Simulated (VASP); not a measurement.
A run of VASP 6.6.1:

The input INCAR:

```
SYSTEM = H6C2O
PREC = Accurate ; ENCUT = 520
EDIFF = 1E-6 ; ISMEAR = -1
SIGMA = 0.02 ; LREAL = Auto
LASPH = .True. ; NELM = 120
ALGO = Normal ; ISIF = 2
LWAVE = .False. ; LCHARG = .True.
GGA = PE ; LELF = .True.
LVHAR = .True. ; NBANDS = 64
GGA_COMPAT = .False.
```

File KPOINTS:

```
Automatic mesh
0
Gamma
  1 1 1
  0 0 0
```

POSCAR

```
H6C2O
1.0
    7.2936330000      0.0000000000      0.0000000000
    0.0000000000      7.2936330000      0.0000000000
    0.0000000000      0.0000000000      7.2936330000
C O H
8 4 24
Direct
    0.4368878994      0.1468678229      0.9572732821
    0.6428072265      0.1209136791      0.9586032091
    0.6846108106      0.6935501142      0.3862958282
    0.6318524664      0.8863758294      0.4681206197
    0.3409000700      0.3639338585      0.3637967526
    0.1392036040      0.3807430399      0.3191002344
    0.2675210009      0.7278677170      0.9087103779
    0.0883098999      0.6716954363      0.8313826594
    0.6754521375     -0.0293543698      1.0759110035
    0.4708490268      0.8560754291      0.6090243367
    0.0811666833      0.5522213690      0.2894716529
   -0.0233217109      0.5697435009      0.9729033528
    0.7193260204     -0.1504325759      1.0427588007
    0.6898756765      0.0909423329      0.7958311036
    0.7059444861      0.2465712218      0.9900004566
    0.3738466139      0.2665475491      0.9095330132
    0.4008016307      0.0857460199      0.8325480594
    0.3873926752      0.0683472832      1.0757876082
    0.3825254163      0.8215658781      0.5221814698
    0.7418250959      0.9417391854      0.5290641852
    0.6026489131      0.9826652918      0.3457536183
    0.7553300255      0.7120868297      0.2465163794
    0.7470899619      0.5904464894      0.5124880838
    0.5582403173      0.6357736947      0.3541856301
   -0.0294503439      0.5775036940      0.3718174468
    0.1135648037      0.3155354814      0.1970759977
    0.0516752077      0.3030999777      0.4328021440
    0.3906832164      0.4286478357      0.4850943282
    0.3567220890      0.2252512568      0.3470835453
    0.4449908571      0.3931374118      0.2355616193
    0.0377041181      0.6072145390      1.0826429024
    0.0374436169      0.7971884519      0.7803792705
    0.1002929541      0.5609001714      0.7206833686
    0.2608850761      0.7997386213      1.0322427794
    0.3719819739      0.6098469720      0.9287141264
    0.3114771473      0.8301624170      0.8219771957
```

Potentials or basis: VASP PAW PBE potentials, release 64 (C, O, H).

Run with:

```console
$ cat potpaw_PBE.64/C/POTCAR potpaw_PBE.64/O/POTCAR potpaw_PBE.64/H/POTCAR > POTCAR
$ mpirun -np 1 vasp_gam > vasp.out
```

Hardware: 1 thread of AMD EPYC 7R13, with other jobs on the host.

Q: How long does it take, and how much memory?

A: It took 83 s on 1 thread of AMD EPYC 7R13 (shared host), peak memory 0.32 GiB. Counts: scf iterations 16, k points 1.
